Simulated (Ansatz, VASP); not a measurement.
One calculation of KMgF3, two programs

```
K Mg F
1.0
     4.30477    0.00000    0.00000
     0.00000    4.30477    0.00000
     0.00000    0.00000    4.30477
K Mg F
1 1 3
Cartesian
  2.1524 2.1524 2.1524
  0.0000 0.0000 0.0000
  2.1524 0.0000 0.0000
  0.0000 2.1524 0.0000
  0.0000 0.0000 2.1524
```

Change from the starting cell: strain +0.080 along x and y, +0.080 along z, atoms carried along.

Alike in both runs: task single point; functional PBEsol; k mesh 6 × 6 × 6; occupations gaussian, width 0.05 eV; no spin polarisation.

```csv
,VASP,Ansatz
version,VASP 6.6.1,Ansatz 0.2.0
potentials or method,"VASP PAW PBE potentials, release 64 (K_sv, Mg, F), cutoff 520 eV","scalar-relativistic, plane waves, PAW"
valence electrons in the cell,32,40
```

VASP gave:

| Item | Value |
| --- | --- |
| gap on the k mesh at the Fermi level (eV) | 5.64 |
| least direct gap on the mesh (eV) | 5.94 |
| pressure (GPa) | -10.3 |

**Question.** Which values does Ansatz return?

**Answer.** gap on the k mesh at the Fermi level (eV): 5.66; least direct gap on the mesh (eV): 5.96; pressure (GPa): -9.9.

VASP's potentials were made for PBE, not for PBEsol. With one functional, cell and mesh, what is left measures potentials, basis and numerics. VASP's potentials hold 32 valence electrons a cell and Ansatz's 40, so a difference there can come from the potentials and not from the codes.
